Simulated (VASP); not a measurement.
# MnO2 (R-3m) in VASP: further runs

The runs below take MnO2 through single point, with PBEsol, LDA.

Program: VASP 6.6.1. These are calculated values, not measurements. Logs are shortened: lines on timing, memory, paths and dates and some standing lists are left out, and cuts for length are marked.

## Step 1: The cell of the first run

Symmetry: R-3m, No. 166, trigonal system. Conventional cell: a = 2.913 Å, b = 2.913 Å, c = 14.022 Å, α = 90.00°, β = 90.00°, γ = 120.00°. Mn (site symmetry -3m) has 6 O at 1.94 Å within 2.6 Å. O (site symmetry 3m) has 3 Mn at 1.94 Å and 3 O at 2.56 Å within 2.6 Å.

## Step 2: Single point, PBEsol, collinear spin, ferromagnetic start (11.45 Å³/atom)

Contents of INCAR:

```
PREC = Accurate ; ENCUT = 520
EDIFF = 1E-7 ; ISMEAR = -1
SIGMA = 0.05 ; LREAL = F
LASPH = T ; NELM = 150
ALGO = Normal ; ISIF = 2
LWAVE = F ; LCHARG = F
ISPIN = 2 ; MAGMOM = 4 0 0
LORBIT = 11 ; LMAXMIX = 4
GGA = PS ; NBANDS = 24
```

Contents of KPOINTS:

```
Automatic mesh
0
Gamma
  11 11 11
```

Contents of POSCAR:

```
MnO2
1.0
    1.4564504782      0.8408820756      4.6738353618
   -1.4564504782      0.8408820756      4.6738353618
    0.0000000000     -1.6817641514      4.6738353618
Mn O
1 2
Direct
    0.0000000000      0.0000000000      0.0000000000
    0.7356355100      0.7356355100      0.7356355100
    0.2643644900      0.2643644900      0.2643644900
```

Potentials or basis: VASP PAW PBE potentials, release 64 (Mn_pv, O).

Run with:

```console
> cat potpaw_PBE.64/Mn_pv/POTCAR potpaw_PBE.64/O/POTCAR > POTCAR
> mpirun -np 1 vasp_std > vasp.out
```

OUTCAR:

```text
PREC = Accurate
   ENCUT = 520
   EDIFF = 1E-7
   ISMEAR = -1
   LREAL = F
   LASPH = T
   NELM = 150
   ISIF = 2
   ISPIN = 2
   LORBIT = 11
   GGA = PS

 ion  position               nearest neighbor table
   1  0.000  0.000  0.000-   2 1.94   2 1.94   3 1.94   3 1.94   2 1.94   3 1.94
   2  0.736  0.736  0.736-   1 1.94   1 1.94   1 1.94
   3  0.264  0.264  0.264-   1 1.94   1 1.94   1 1.94

  LATTYP: Found a trigonal (rhomboedric) cell.
 ALAT       =     4.9671991756
 COS(alpha) =     0.8280515398

  Lattice vectors:

 A1 = (   1.4564504782,   0.8408820756,   4.6738353618)
 A2 = (  -1.4564504782,   0.8408820756,   4.6738353618)
 A3 = (   0.0000000000,  -1.6817641514,   4.6738353618)

Analysis of symmetry for initial positions (statically):
=====================================================================
 Subroutine PRICEL returns:
 Original cell was already a primitive cell.

 Routine SETGRP: Setting up the symmetry group for a
 trigonal (rhombohedral) supercell.

 Subroutine GETGRP returns: Found 12 space group operations
 (whereof 12 operations were pure point group operations)
 out of a pool of 12 trial point group operations.

The static configuration has the point symmetry D_3d.

Analysis of symmetry for dynamics (positions and initial velocities):
=====================================================================
 Subroutine PRICEL returns:
 Original cell was already a primitive cell.

 Routine SETGRP: Setting up the symmetry group for a
 trigonal (rhombohedral) supercell.

 Subroutine GETGRP returns: Found 12 space group operations
 (whereof 12 operations were pure point group operations)
 out of a pool of 12 trial point group operations.

The dynamic configuration has the point symmetry D_3d.

Analysis of structural, dynamic, and magnetic symmetry:
=====================================================================
 Subroutine PRICEL returns:
 Original cell was already a primitive cell.

 Routine SETGRP: Setting up the symmetry group for a
 trigonal (rhombohedral) supercell.

 Subroutine GETGRP returns: Found 12 space group operations
 (whereof 12 operations were pure point group operations)
 out of a pool of 12 trial point group operations.

The overall configuration has the point symmetry D_3d.

 Subroutine INISYM returns: Found 12 space group operations
 (whereof 12 operations are pure point group operations),
 and found     1 'primitive' translations

[... 121 lines left out ...]
   GGA     = PS    functional components
   LHFCALC =     F    Hartree Fock is set to
   AEXX    =    0.0000 exact exchange contribution
   IVDW    =     0    specifies the selected vdW correction
   LEPSILON=     F    determine dielectric tensor
   LRPA    =     F    only Hartree local field effects (RPA)
 spin polarized calculation
  energy-cutoff  :      520.00
  volume of cell :       34.34
 maximum number of plane-waves:       956
 NGX is ok and might be reduce to    40
   NGX = 19   NGY = 19   NGZ = 19

 number of electron      25.0000001 magnetization       3.0000882

 Free energy of the ion-electron system (eV)
  ---------------------------------------------------
  ext. energy  EPLUGINS =         0.00000000
  ---------------------------------------------------
  free energy    TOTEN  =       -24.97997206 eV

  energy without entropy =      -24.97996902  energy(sigma->0) =      -24.97997054

 E-fermi :   2.9717     XC(G=0): -10.7628

 val. band max:        2.4842896098   @ k =  -0.4545   0.4545   0.3636
 cond. band min:       3.4193200732   @ k =   0.0000   0.0000   0.0000
 fundamental gap:      0.9350304634
 Fermi energy:         2.9717159777

 spin component 1

 k-point     1 :       0.0000    0.0000    0.0000
  band No.  band energies     occupation
      1     -47.5793      1.00000
      2     -47.5793      1.00000
      3     -47.5685      1.00000
      4     -16.5657      1.00000
      5     -14.4208      1.00000
      6      -3.3941      1.00000
[... 637 lines left out ...]
     23      22.5096      0.00000
     24      25.6097      0.00000

 [... further k-points ...]

 spin component 2

 k-point     1 :       0.0000    0.0000    0.0000
  band No.  band energies     occupation
      1     -44.4830      1.00000
      2     -44.4830      1.00000
      3     -44.3114      1.00000
      4     -16.4466      1.00000
      5     -14.3559      1.00000
      6      -2.5787      1.00000
[... 637 lines left out ...]
     23      23.0585      0.00000
     24      26.0059      0.00000

 [... further k-points ...]

------------------------ aborting loop because EDIFF is reached ----------------------------------------

  FORCE on cell =-STRESS in cart. coord.  units (eV):
  Direction    XX          YY          ZZ          XY          YZ          ZX
  --------------------------------------------------------------------------------------
  -------------------------------------------------------------------------------------
  Total       -2.8209948     -2.8209948     -1.5685244      0.0000000      0.0000000      0.0000000
  in kB     -131.6004555   -131.6004555    -73.1722435      0.0000000      0.0000000      0.0000000
  external PRESSURE =    -112.1243848 kB  Pullay stress =       0.0000000 kB

 VOLUME and BASIS-vectors are now :
 -----------------------------------------------------------------------------
  energy-cutoff  :      520.00
  volume of cell :       34.34
      direct lattice vectors                 reciprocal lattice vectors
     1.456450478  0.840882076  4.673835362     0.343300378  0.198204566  0.071319015
    -1.456450478  0.840882076  4.673835362    -0.343300378  0.198204566  0.071319015
     0.000000000 -1.681764151  4.673835362     0.000000000 -0.396409132  0.071319015

 POSITION                                       TOTAL-FORCE (eV/Angst)
 -----------------------------------------------------------------------------------
      0.00000      0.00000      0.00000        -0.000000      0.000000     -0.000000
      0.00000     -0.00000     10.31472         0.000000      0.000000     -0.840122
      0.00000     -0.00000      3.70679         0.000000     -0.000000      0.840122
 -----------------------------------------------------------------------------------
    total drift:                               -0.000000     -0.000000      0.000000

  FREE ENERGIE OF THE ION-ELECTRON SYSTEM (eV)
  ---------------------------------------------------
  free  energy   TOTEN  =       -24.9799720645 eV

  energy  without entropy=      -24.9799690199  energy(sigma->0) =      -24.97997054

 total charge

# of ion       s       p       d       tot
------------------------------------------
    1        0.338   6.426   4.874  11.638
    2        1.577   3.365   0.000   4.942
    3        1.577   3.365   0.000   4.942
--------------------------------------------------
tot          3.492  13.156   4.874  21.522

 magnetization (x)

# of ion       s       p       d       tot
------------------------------------------
    1        0.030   0.038   2.827   2.895
    2        0.004   0.009   0.000   0.013
    3        0.004   0.009   0.000   0.013
--------------------------------------------------
tot          0.037   0.057   2.827   2.921
```

OSZICAR:

```text
N       E                     dE             d eps       ncg     rms          rms(c)
DAV:   1     0.241837674065E+03    0.24184E+03   -0.13608E+04 14048   0.116E+03
DAV:   2    -0.178968268907E+02   -0.25973E+03   -0.24361E+03 15568   0.356E+02
DAV:   3    -0.322682969318E+02   -0.14371E+02   -0.14294E+02 16176   0.903E+01
DAV:   4    -0.323992320635E+02   -0.13094E+00   -0.13092E+00 15672   0.913E+00
DAV:   5    -0.324008093887E+02   -0.15773E-02   -0.15773E-02 16504   0.956E-01    0.290E+01
DAV:   6    -0.326720525904E+02   -0.27124E+00   -0.10313E+02 17056   0.743E+01    0.432E+01
DAV:   7    -0.260750334628E+02    0.65970E+01   -0.11188E+02 16296   0.765E+01    0.142E+01
DAV:   8    -0.251860455266E+02    0.88899E+00   -0.29466E+00 15256   0.147E+01    0.590E+00
DAV:   9    -0.249730576437E+02    0.21299E+00   -0.10101E+00 19192   0.898E+00    0.227E+00
DAV:  10    -0.249823163197E+02   -0.92587E-02   -0.94854E-02 15096   0.202E+00    0.117E+00
DAV:  11    -0.249796222245E+02    0.26941E-02   -0.96121E-03 15832   0.707E-01    0.443E-01
DAV:  12    -0.249800747779E+02   -0.45255E-03   -0.11322E-03 14744   0.313E-01    0.190E-01
DAV:  13    -0.249799507644E+02    0.12401E-03   -0.11401E-03 16464   0.347E-01    0.391E-02
DAV:  14    -0.249799682917E+02   -0.17527E-04   -0.99835E-05 15208   0.837E-02    0.336E-02
DAV:  15    -0.249799705999E+02   -0.23081E-05   -0.10862E-05 14856   0.336E-02    0.179E-02
DAV:  16    -0.249799716970E+02   -0.10972E-05   -0.64324E-06 14400   0.264E-02    0.324E-03
DAV:  17    -0.249799720221E+02   -0.32507E-06   -0.92945E-07 15520   0.720E-03    0.150E-03
DAV:  18    -0.249799720645E+02   -0.42350E-07   -0.85366E-08 10640   0.208E-03
   1 F= -.24979972E+02 E0= -.24979971E+02  d E =-.304459E-05  mag=     3.0000
```

Run time: 17 min. Hardware: 1 thread of Intel Xeon 8259CL, shared host; peak memory 0.41 GiB.

What came out:

- Free energy: -24.9800 eV
- Pressure: -11.2 GPa
- Largest force: 0.840 eV/Å
- Band gap on the k mesh: 0.94 eV (least direct gap 1.02 eV)
- Net moment: 3.00 μB per cell
- Site moments: Mn +2.90; O +0.01 μB
- Valence electrons inside the program's atomic spheres: Mn 11.64; O 4.94

Forces on the atoms (eV/Å):
```
Mn   0.000  0.000  0.000
O    0.000  0.000 -0.840
O    0.000  0.000  0.840
```

Levels at points of the mesh, in eV from the valence-band top:
Spin up:
| k point | band 11 | band 12 | band 13 | band 14 | band 15 | band 16 | band 17 | band 18 |
| --- | --- | --- | --- | --- | --- | --- | --- | --- |
| (0.00, 0.00, 0.00) | -1.21 | -1.21 | -0.92 | -0.30 | 2.70 | 2.70 | 6.76 | 9.99 |
Spin down:
| k point | band 8 | band 9 | band 10 | band 11 | band 12 | band 13 | band 14 | band 15 |
| --- | --- | --- | --- | --- | --- | --- | --- | --- |
| (0.00, 0.00, 0.00) | -4.61 | -1.18 | -1.18 | -0.81 | 0.93 | 0.93 | 2.45 | 4.07 |

Caveat: the cell stands under tension; the PAW data sets were made with another functional, which shifts forces and pressure a little; an odd mesh through Γ misses points on the zone boundary, where band edges can lie; a cell with one magnetic atom can't hold antiferromagnetic order, which such compounds often take.

## Step 3: Single point, LDA, collinear spin, ferromagnetic start

This run uses another cell than the first one, of 10.80 Å³/atom.

Contents of INCAR:

```
SYSTEM = MnO2
PREC = Accurate ; ENCUT = 520
EDIFF = 1E-7 ; ISMEAR = -1
SIGMA = 0.05 ; LREAL = .FALSE.
LASPH = .TRUE. ; NELM = 150
ALGO = Normal ; ISIF = 2
LWAVE = .FALSE. ; LCHARG = .FALSE.
ISPIN = 2 ; MAGMOM = 4 0 0
LORBIT = 11 ; LMAXMIX = 4
GGA = CA ; NBANDS = 24
```

Contents of KPOINTS:

```
regular mesh
0
G
  11 11 11
  0 0 0
```

Contents of POSCAR:

```
MnO2
1.0
    1.4284348394      0.8247072390      4.5839315268
   -1.4284348394      0.8247072390      4.5839315268
    0.0000000000     -1.6494144781      4.5839315268
Mn O
1 2
Direct
    0.0000000000      0.0000000000      0.0000000000
    0.7356355100      0.7356355100      0.7356355100
    0.2643644900      0.2643644900      0.2643644900
```

Potentials or basis: VASP PAW LDA potentials, release 64 (Mn_pv, O).

Run with:

```console
> cat potpaw_LDA.64/Mn_pv/POTCAR potpaw_LDA.64/O/POTCAR > POTCAR
> mpirun -np 1 vasp_std > vasp.out
```

Run time: 8.3 min. Hardware: 1 thread of AMD EPYC 7R13 (Zen 3), shared host; peak memory 0.27 GiB.

Results (log left out):

* Free energy: -26.1231 eV
* Pressure: -7.7 GPa
* Largest force: 0.456 eV/Å
* Band gap on the k mesh: 0.35 eV (least direct gap 0.40 eV)
* Net moment: 3.00 μB per cell
* Site moments: Mn +2.78; O +0.06 μB
* Valence electrons inside the program's atomic spheres: Mn 11.78; O 4.96

Forces on the atoms (eV/Å):
```
Mn   0.000  0.000  0.000
O    0.000  0.000 -0.456
O    0.000  0.000  0.456
```

Stress tensor (GPa, compression positive):
```
-8.72  0.00  0.00
 0.00 -8.72  0.00
 0.00  0.00 -5.66
```

Levels at points of the mesh, in eV from the valence-band top:
Spin up:
| k point | band 12 | band 13 | band 14 | band 15 | band 16 | band 17 |
| --- | --- | --- | --- | --- | --- | --- |
| (0.00, 0.00, 0.00) | -1.62 | -1.36 | -0.29 | 2.69 | 2.69 | 6.83 |
Spin down:
```tsv
k point	band 7	band 8	band 9	band 10	band 11	band 12	band 13	band 14	band 15	band 16
(0.00, 0.00, 0.00)	-5.24	-5.24	-1.48	-1.48	-1.16	0.35	0.35	2.05	4.05	4.05
```

Caveat: the cell stands under tension; an odd mesh through Γ misses points on the zone boundary, where band edges can lie; a cell with one magnetic atom can't hold antiferromagnetic order, which such compounds often take.

(Continued in part 2 of 2.)
